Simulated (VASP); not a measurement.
Set up this calculation in VASP 6.6.1, as the native input.

```
Task                   : single point
Functional             : PBE
Potentials or basis    : VASP PAW PBE potentials, release 64 (Pd, Cl)
Cutoff                 : 520 eV
k mesh                 : 15 × 15 × 15
Occupations            : fermi-dirac, width 0.08 eV
Spin                   : no spin polarisation
Dipole correction      : no
Further INCAR settings : ALGO = Normal; EDIFF = 1e-06; NBANDS = 16
```

The structure of PdCl (CsCl type) lies in POSCAR:

```
PdCl
1.0
    3.1925169955      0.0000000000      0.0000000000
    0.0000000000      3.1925169955      0.0000000000
    0.0000000000      0.0000000000      3.1925169955
Pd Cl
1 1
Direct
    0.0000000000      0.0000000000      0.0000000000
    0.5000000000      0.5000000000      0.5000000000
```

This cell differs from its parent crystal: volume scaled by 0.95.

The input as run:

INCAR

```
  ALGO = Normal
  EDIFF = 1E-6
  ENCUT = 520
  GGA = PE
  ISIF = 2
  ISMEAR = -1
  LASPH = T
  LCHARG = F
  LREAL = F
  LWAVE = F
  NBANDS = 16
  NELM = 60
  PREC = Accurate
  SIGMA = 0.08
```

KPOINTS

```
k-points
0
Gamma
  15 15 15
```

Potentials or basis: VASP PAW PBE potentials, release 64 (Pd, Cl).

Launch:

```console
$ cat potpaw_PBE.64/Pd/POTCAR potpaw_PBE.64/Cl/POTCAR > POTCAR
$ mpirun -np 1 vasp_std > vasp.out
```

It gave:

| Item | Value |
| --- | --- |
| Pressure | 4.2 GPa |

Caveat: an odd number of electrons without spin polarisation forces a metal; a magnetic or distorted state may lie lower.

Run time: 64 s on 1 thread of AMD EPYC 7R13, on a shared host, peak memory 0.15 GiB.
